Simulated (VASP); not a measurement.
# Pt (Fm-3m) in VASP: a series of runs

Aim: see how the results for Pt move with the level of theory and the settings. Levels: LDA, r2SCAN. Tasks: electric field gradients.

Program: VASP 6.6.1. These are calculated values, not measurements. Logs are shortened: lines on timing, memory, paths and dates and some standing lists are left out, and cuts for length are marked.

## Step 1: The cell of the first run

The structure is cubic, space group Fm-3m (No. 225). The conventional cell has a = 3.922 Å, b = 3.922 Å, c = 3.922 Å, α = 90.00°, β = 90.00°, γ = 90.00°. Pt (site symmetry m-3m) has 12 Pt at 2.77 Å within 3.7 Å.

## Step 2: Electric field gradients, LDA

Contents of INCAR:

```
ALGO = Normal
EDIFF = 1E-8
ENCUT = 520
GGA = CA
ISIF = 2
ISMEAR = -1
LASPH = T
LCHARG = F
LEFG = T
LREAL = F
LWAVE = F
NBANDS = 50
NELM = 100
PREC = Accurate
SIGMA = 0.05
```

Contents of KPOINTS:

```
k-points
0
Gamma
  7 7 7
```

Contents of POSCAR:

```
Pt
1.0
    0.0000000000      3.9218000000      3.9218000000
    3.9218000000      0.0000000000      3.9218000000
    3.9218000000      3.9218000000      0.0000000000
Pt
8
Direct
    0.0000000000      0.0000000000      0.0000000000
    0.0000000000      0.0000000000      0.5000000000
    0.0000000000      0.5000000000      0.0000000000
    0.0000000000      0.5000000000      0.5000000000
    0.5000000000      0.0000000000      0.0000000000
    0.5000000000      0.0000000000      0.5000000000
    0.5000000000      0.5000000000      0.0000000000
    0.5000000000      0.5000000000      0.5000000000
```

Potentials or basis: VASP PAW LDA potentials, release 64 (Pt).

Run with:

```sh
$ cat potpaw_LDA.64/Pt/POTCAR > POTCAR
$ mpirun -np 1 vasp_std > vasp.out
```

OUTCAR:

```text
EDIFF = 1E-8
   ENCUT = 520
   GGA = CA
   ISIF = 2
   ISMEAR = -1
   LASPH = T
   LREAL = F
   NELM = 100
   PREC = Accurate

 ion  position               nearest neighbor table
   1  0.000  0.000  0.000-   2 2.77   3 2.77   5 2.77   2 2.77   4 2.77   6 2.77   3 2.77   4 2.77
                             7 2.77   5 2.77   6 2.77   7 2.77
   2  0.000  0.000  0.500-   1 2.77   4 2.77   6 2.77   1 2.77   3 2.77   5 2.77   3 2.77   4 2.77
                             8 2.77   5 2.77   6 2.77   8 2.77
   3  0.000  0.500  0.000-   1 2.77   4 2.77   7 2.77   2 2.77   4 2.77   8 2.77   1 2.77   2 2.77
                             5 2.77   5 2.77   7 2.77   8 2.77
   4  0.000  0.500  0.500-   2 2.77   3 2.77   8 2.77   1 2.77   3 2.77   7 2.77   1 2.77   2 2.77
                             6 2.77   6 2.77   7 2.77   8 2.77
   5  0.500  0.000  0.000-   1 2.77   6 2.77   7 2.77   2 2.77   6 2.77   8 2.77   3 2.77   7 2.77
                             8 2.77   1 2.77   2 2.77   3 2.77
   6  0.500  0.000  0.500-   2 2.77   5 2.77   8 2.77   1 2.77   5 2.77   7 2.77   4 2.77   7 2.77
                             8 2.77   1 2.77   2 2.77   4 2.77
   7  0.500  0.500  0.000-   3 2.77   5 2.77   8 2.77   4 2.77   6 2.77   8 2.77   1 2.77   5 2.77
                             6 2.77   1 2.77   3 2.77   4 2.77
   8  0.500  0.500  0.500-   4 2.77   6 2.77   7 2.77   3 2.77   5 2.77   7 2.77   2 2.77   5 2.77
                             6 2.77   2 2.77   3 2.77   4 2.77

  LATTYP: Found a face centered cubic cell.
 ALAT       =     7.8436000000

  Lattice vectors:

 A1 = (   0.0000000000,   3.9218000000,   3.9218000000)
 A2 = (   3.9218000000,   0.0000000000,   3.9218000000)
 A3 = (   3.9218000000,   3.9218000000,   0.0000000000)

Analysis of symmetry for initial positions (statically):
=====================================================================
 Subroutine PRICEL returns following result:

  LATTYP: Found a face centered cubic cell.
 ALAT       =     3.9218000000

  Lattice vectors:

 A1 = (   0.0000000000,   1.9609000000,   1.9609000000)
 A2 = (   1.9609000000,   0.0000000000,   1.9609000000)
 A3 = (   1.9609000000,   1.9609000000,   0.0000000000)

   8 primitive cells build up your supercell.

 Routine SETGRP: Setting up the symmetry group for a
 face centered cubic supercell.

 Subroutine GETGRP returns: Found 48 space group operations
 (whereof 48 operations were pure point group operations)
 out of a pool of 48 trial point group operations.

The static configuration has the point symmetry O_h .

Analysis of symmetry for dynamics (positions and initial velocities):
=====================================================================
 Subroutine PRICEL returns following result:

  LATTYP: Found a face centered cubic cell.
 ALAT       =     3.9218000000

  Lattice vectors:

 A1 = (   0.0000000000,   1.9609000000,   1.9609000000)
 A2 = (   1.9609000000,   0.0000000000,   1.9609000000)
 A3 = (   1.9609000000,   1.9609000000,   0.0000000000)

   8 primitive cells build up your supercell.

 Routine SETGRP: Setting up the symmetry group for a
 face centered cubic supercell.

 Subroutine GETGRP returns: Found 48 space group operations
 (whereof 48 operations were pure point group operations)
 out of a pool of 48 trial point group operations.

The dynamic configuration has the point symmetry O_h .

 Subroutine INISYM returns: Found 48 space group operations
 (whereof 48 operations are pure point group operations),
 and found     8 'primitive' translations

----------------------------------------------------------------------------------------

                                     Primitive cell

  volume of cell :      15.0798

  direct lattice vectors                    reciprocal lattice vectors
     0.000000000  1.960900000  1.960900000    -0.254984956  0.254984956  0.254984956
     1.960900000  0.000000000  1.960900000     0.254984956 -0.254984956  0.254984956
     1.960900000  1.960900000  0.000000000     0.254984956  0.254984956 -0.254984956

  length of vectors
     2.773131374  2.773131374  2.773131374     0.441646899  0.441646899  0.441646899

  position of ions in fractional coordinates (direct lattice)
     0.000000000  0.000000000  0.000000000

  ion indices of the primitive-cell ions
   primitive index   ion index
                 1           1

----------------------------------------------------------------------------------------

 KPOINTS: k-points

Automatic generation of k-mesh.
 Grid dimensions read from file:
 generate k-points for:    7    7    7

 Generating k-lattice:

  Cartesian coordinates                     Fractional coordinates (reciprocal lattice)
    -0.018213211  0.018213211  0.018213211     0.142857143  0.000000000  0.000000000
     0.018213211 -0.018213211  0.018213211     0.000000000  0.142857143  0.000000000
     0.018213211  0.018213211 -0.018213211     0.000000000  0.000000000  0.142857143

  Length of vectors
     0.031546207  0.031546207  0.031546207

  Shift w.r.t. Gamma in fractional coordinates (k-lattice)
     0.000000000  0.000000000  0.000000000

 Subroutine IBZKPT returns following result:
 ===========================================

 Found     20 irreducible k-points:

 Following reciprocal coordinates:
            Coordinates               Weight
  0.000000  0.000000  0.000000      1.000000
  0.142857  0.000000  0.000000      8.000000
  0.285714  0.000000  0.000000      8.000000
  0.428571  0.000000  0.000000      8.000000
  0.142857  0.142857  0.000000      6.000000
  0.285714  0.142857  0.000000     24.000000
[... 12 lines left out ...]
 -0.428571  0.428571  0.142857     24.000000
 -0.285714  0.428571  0.142857     24.000000
   k-points           NKPTS =     20   k-points in BZ     NKDIM =     20   number of bands    NBANDS=     50
   number of dos      NEDOS =    301   number of ions     NIONS =      8
   total plane-waves  NPLWV =  74088
   dimension x,y,z NGX =    42 NGY =   42 NGZ =   42
   dimension x,y,z NGXF=    84 NGYF=   84 NGZF=   84
   ions per type =               8
   NGX,Y,Z   is equivalent  to a cutoff of  12.59, 12.59, 12.59 a.u.
   NGXF,Y,Z  is equivalent  to a cutoff of  25.18, 25.18, 25.18 a.u.
 SYSTEM =  unknown system
   PREC   = accura    normal or accurate (medium, high low for compatibility)
   ISTART =      0    job   : 0-new  1-cont  2-samecut
   ICHARG =      2    charge: 1-file 2-atom 10-const
   ISPIN  =      1    spin polarized calculation?
   LNONCOLLINEAR =      F non collinear calculations
   LSORBIT =      F    spin-orbit coupling
   LASPH  =      T    aspherical Exc in radial PAW
   ENCUT  =  520.0 eV  38.22 Ry    6.18 a.u.  10.31 10.31 10.31*2*pi/ulx,y,z
   NELM   =    100;   NELMIN=  2; NELMDL= -5     # of ELM steps
   EDIFF  = 0.1E-07   stopping-criterion for ELM
   LREAL  =      F    real-space projection
   EDIFFG = 0.1E-06   stopping-criterion for IOM
   NSW    =      0    number of steps for IOM
   IBRION =     -1    ionic relax: 0-MD 1-quasi-New 2-CG
   NFREE  =      0    steps in history (QN), initial steepest desc. (CG)
   ISIF   =      2    stress and relaxation
   ISYM   =      2    0-nonsym 1-usesym 2-fastsym
   POTIM  = 0.5000    time-step for ionic-motion
   TEBEG  =    0.0;   TEEND  =   0.0 temperature during run
   PSTRESS=    0.0 pullay stress
   NELECT =      80.0000    total number of electrons
   NUPDOWN=      -1.0000    fix difference up-down
   EMIN   =  10.00;   EMAX   =-10.00  energy-range for DOS
   EFERMI =   0.00;   METHOD = LEGACY
   ISMEAR =    -1;   SIGMA  =   0.05  broadening in eV -4-tet -1-fermi 0-gaus
   EFERMI_NEDOS =   21; number of points for ismear=-14 and -15
   IALGO  =     38    algorithm
   IMIX   =      4    mixing-type and parameters
     AMIX     =   0.40;   BMIX     =  1.00
     AMIX_MAG =   1.60;   BMIX_MAG =  1.00
  volume/ion in A,a.u.               =      15.08       101.76
  Fermi-wavevector in a.u.,A,eV,Ry     =   1.427609  2.697791 27.729605  2.038068
  Thomas-Fermi vector in A             =   2.547760
   LORBIT       =      0    0 simple, 1 ext, 2 COOP (PROOUT), +10 PAW based schemes
   GGA     = CA    functional components
   LHFCALC =     F    Hartree Fock is set to
   AEXX    =    0.0000 exact exchange contribution
   IVDW    =     0    specifies the selected vdW correction
   LEPSILON=     F    determine dielectric tensor
   LRPA    =     F    only Hartree local field effects (RPA)
 non-spin polarized calculation
  energy-cutoff  :      520.00
  volume of cell :      120.64
 maximum number of plane-waves:      3287
 NGX is ok and might be reduce to    42
   NGX = 21   NGY = 21   NGZ = 21

 number of electron      80.0000003 magnetization

 Free energy of the ion-electron system (eV)
  ---------------------------------------------------
  ext. energy  EPLUGINS =         0.00000000
  ---------------------------------------------------
  free energy    TOTEN  =       -60.11902070 eV

  energy without entropy =      -60.00883188  energy(sigma->0) =      -60.06392629

 E-fermi :  11.1279     XC(G=0): -13.6878

 val. band max:       11.1128896439   @ k =  -0.2857   0.1429   0.0000
 cond. band min:      11.1446944773   @ k =  -0.2857   0.1429   0.0000
 fundamental gap:      0.0318048334
 Fermi energy:        11.1278656796

 k-point     1 :       0.0000    0.0000    0.0000
  band No.  band energies     occupation
      1       0.8935      2.00000
      2       3.7774      2.00000
      3       3.7774      2.00000
      4       3.7774      2.00000
      5       3.7774      2.00000
      6       4.0445      2.00000
[... 1049 lines left out ...]
     49      19.0990      0.00000
     50      19.0990      0.00000

------------------------ aborting loop because EDIFF is reached ----------------------------------------

  FORCE on cell =-STRESS in cart. coord.  units (eV):
  Direction    XX          YY          ZZ          XY          YZ          ZX
  --------------------------------------------------------------------------------------
  -------------------------------------------------------------------------------------
  Total       -4.2447886     -4.2447886     -4.2447886      0.0000000     -0.0000000     -0.0000000
  in kB      -56.3741912    -56.3741912    -56.3741912      0.0000000     -0.0000000     -0.0000000
  external PRESSURE =     -56.3741912 kB  Pullay stress =       0.0000000 kB

 VOLUME and BASIS-vectors are now :
 -----------------------------------------------------------------------------
  energy-cutoff  :      520.00
  volume of cell :      120.64
      direct lattice vectors                 reciprocal lattice vectors
     0.000000000  3.921800000  3.921800000    -0.127492478  0.127492478  0.127492478
     3.921800000  0.000000000  3.921800000     0.127492478 -0.127492478  0.127492478
     3.921800000  3.921800000  0.000000000     0.127492478  0.127492478 -0.127492478

 POSITION                                       TOTAL-FORCE (eV/Angst)
 -----------------------------------------------------------------------------------
      0.00000      0.00000      0.00000         0.000000     -0.000000     -0.000000
      1.96090      1.96090      0.00000         0.000000     -0.000000     -0.000000
      1.96090      0.00000      1.96090         0.000000      0.000000     -0.000000
      3.92180      1.96090      1.96090        -0.000000     -0.000000     -0.000000
      0.00000      1.96090      1.96090        -0.000000     -0.000000      0.000000
      1.96090      3.92180      1.96090        -0.000000      0.000000      0.000000
      1.96090      1.96090      3.92180        -0.000000      0.000000      0.000000
      3.92180      3.92180      3.92180         0.000000     -0.000000      0.000000
 -----------------------------------------------------------------------------------
    total drift:                               -0.000000     -0.000000      0.000000

  FREE ENERGIE OF THE ION-ELECTRON SYSTEM (eV)
  ---------------------------------------------------
  free  energy   TOTEN  =       -60.1190207032 eV

  energy  without entropy=      -60.0088318764  energy(sigma->0) =      -60.06392629

 Electric field gradients (V/A^2)
---------------------------------------------------------------------
 ion       V_xx      V_yy      V_zz      V_xy      V_xz      V_yz
---------------------------------------------------------------------
   1      -0.000     0.000     0.000     0.000     0.000     0.000
   2      -0.000     0.000     0.000     0.000     0.000     0.000
   3      -0.000    -0.000     0.000     0.000     0.000     0.000
   4      -0.000     0.000     0.000     0.000     0.000     0.000
   5      -0.000     0.000     0.000     0.000     0.000     0.000
   6      -0.000     0.000     0.000     0.000     0.000     0.000
   7      -0.000    -0.000     0.000     0.000     0.000     0.000
   8      -0.000     0.000     0.000     0.000     0.000     0.000
---------------------------------------------------------------------

 Electric field gradients after diagonalization (V/A^2)
 (convention: |V_zz| > |V_xx| > |V_yy|)
----------------------------------------------------------------------
 ion       V_xx      V_yy      V_zz     asymmetry (V_yy - V_xx)/ V_zz
----------------------------------------------------------------------
   1      -0.000    -0.000     0.000       0.000
   2      -0.000    -0.000     0.000       0.000
   3      -0.000    -0.000     0.000       0.000
   4      -0.000    -0.000     0.000       0.000
   5      -0.000    -0.000     0.000       0.000
   6      -0.000    -0.000     0.000       0.000
   7      -0.000    -0.000     0.000       0.000
   8      -0.000    -0.000     0.000       0.000
----------------------------------------------------------------------

           NMR quadrupolar parameters

 Cq : quadrupolar parameter    Cq=e*Q*V_zz/h
 eta: asymmetry parameters     (V_yy - V_xx)/ V_zz
 Q  : nuclear electric quadrupole moment in mb (millibarn)
----------------------------------------------------------------------
 ion       Cq(MHz)       eta       Q (mb)
----------------------------------------------------------------------
   1       0.000       0.000       1.000
   2       0.000       0.000       1.000
   3       0.000       0.000       1.000
   4       0.000       0.000       1.000
   5       0.000       0.000       1.000
   6       0.000       0.000       1.000
   7       0.000       0.000       1.000
   8       0.000       0.000       1.000
----------------------------------------------------------------------
```

It took 2 min on 1 thread of Intel Xeon Platinum 8488C (Sapphire Rapids), shared host; peak memory 0.25 GiB.

What came out:

| Quantity | Value |
| --- | --- |
| Free energy | -60.1190 eV |
| Pressure | -5.6 GPa |
| Band gap on the k mesh | zero (bands 40 and 41 overlap by 0.86 eV) |
| Largest electric field gradient by atom | under 0.05 V/Å² on every atom |

Caveat: the cell stands under tension; spin-orbit coupling is left out, which moves the levels of the heavy elements.

[end of part 1 of 2]

The gap in the log of VASP goes by the Fermi energy; the results here count the filled bands.